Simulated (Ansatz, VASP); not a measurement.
## TaN: VASP beside Ansatz

```
Ta N
1.0
     0.00000    2.20079    2.17900
     2.20079    0.00000    2.17900
     2.20079    2.20079    0.00000
Ta N
1 1
Direct
  0.50000 0.50000 0.50000
  0.00000 0.00000 0.00000
```

Change from the starting cell: strain +0.0100 x Voigt [1, 1, 0, 0, 0, 0], atoms carried along.

Alike in both runs: task single point; functional PBE; k mesh 18 × 18 × 18; occupations gaussian, width 0.15 eV; no spin polarisation.

|  | VASP | Ansatz |
| --- | --- | --- |
| version | VASP 6.6.1 | Ansatz 0.2.0 |
| potentials or method | VASP PAW PBE potentials, release 64 (Ta_pv, N), cutoff 520 eV | scalar-relativistic, plane waves, PAW |
| valence electrons in the cell | 16 | 18 |

Ansatz gave:

```
gap on the k mesh at the Fermi level (eV)                     : none
pressure (GPa)                                                : 7.2
traceless stress, the component that is largest in VASP (GPa) : 4.20
```

Q: Estimate VASP's values.

A: gap on the k mesh at the Fermi level (eV): none; pressure (GPa): 8.0; traceless stress, the component that is largest in VASP (GPa): 4.23.

A gap of «none» marks a metal or a gap that the smearing closes. VASP's potentials hold 16 valence electrons a cell and Ansatz's 18, so a difference there can come from the potentials and not from the codes.

Neither program's run includes spin-orbit coupling.
